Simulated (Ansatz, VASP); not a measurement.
## KTaO3: VASP beside Ansatz

The input INCAR:

```
SYSTEM = KTaO3
  PREC = Accurate
  ENCUT = 520
  EDIFF = 1E-8
  ISMEAR = -1
  SIGMA = 0.01
  LREAL = .FALSE.
  LASPH = .TRUE.
  NELM = 80
  ALGO = Normal
  ISIF = 2
  LWAVE = .FALSE.
  LCHARG = .FALSE.
  LEFG = .TRUE.
  NBANDS = 27
```

Contents of KPOINTS:

```
Automatic mesh
0
G
  5 5 5
  0 0 0
```

File POSCAR:

```
KTaO3
1.0
    4.0680660000      0.0000000000      0.0000000000
    0.0000000000      4.0680660000      0.0000000000
    0.0000000000      0.0000000000      3.9883000000
K Ta O
1 1 3
Direct
    0.5000000000      0.5000000000      0.5000000000
    0.0000000000      0.0000000000      0.0000000000
    0.5000000000      0.0000000000      0.0000000000
    0.0000000000      0.5000000000      0.0000000000
    0.0000000000      0.0000000000      0.5000000000
```

Input for Ansatz:

```yaml
crystal:
  lattice:
    - [4.068066, 0.0, 0.0]
    - [0.0, 4.068066, 0.0]
    - [0.0, 0.0, 3.9883]
  atoms:
    - { symbol: K, position: [0.5, 0.5, 0.5] }
    - { symbol: Ta, position: [0.0, 0.0, 0.0] }
    - { symbol: O, position: [0.5, 0.0, 0.0] }
    - { symbol: O, position: [0.0, 0.5, 0.0] }
    - { symbol: O, position: [0.0, 0.0, 0.5] }
kpoints:
  mp_grid: { grid: [5, 5, 5] }
scf:
  occupations: { method: fermi_dirac, width: 0.01 }
hamiltonian:
  xc: lda
  pseudopotentials: { kind: all_electron, datasets: crystal }
output:
  forces: true
  stress: true
  eigenvalues: true
  efg: { contact_densities: true }
```

Change from the starting cell: equal xx and yy strain of +2 %, crystal datasets.

Alike in both runs: task electric field gradients; functional LDA; k mesh 5 × 5 × 5; occupations fermi-dirac, width 0.01 eV; no spin polarisation.

|  | VASP | Ansatz |
| --- | --- | --- |
| version | VASP 6.6.1 | Ansatz 0.2.0 |
| potentials or method | VASP PAW LDA potentials, release 64 (K_sv, Ta_pv, O), cutoff 520 eV | all-electron PAW with datasets made for the crystal, scalar-relativistic |

|  | VASP | Ansatz | Ansatz less VASP |
| --- | --- | --- | --- |
| gap on the k mesh at the Fermi level (eV) | 2.02 | 2.08 | +0.056 |
| pressure (GPa) | -11.4 | -12.3 | -0.88 |
| traceless stress, the component that is largest in VASP (GPa) | 4.30 | 4.19 | -0.103 |
| size of Vzz on the site where it differs most (V/Å²) | 105.2 | 101.3 | -3.89 |

LDA's correlation is that of Perdew and Zunger in VASP and of Perdew and Wang (1992) in Ansatz. Ansatz ran all-electron here, and VASP with PAW potentials.

Neither program's run includes spin-orbit coupling.
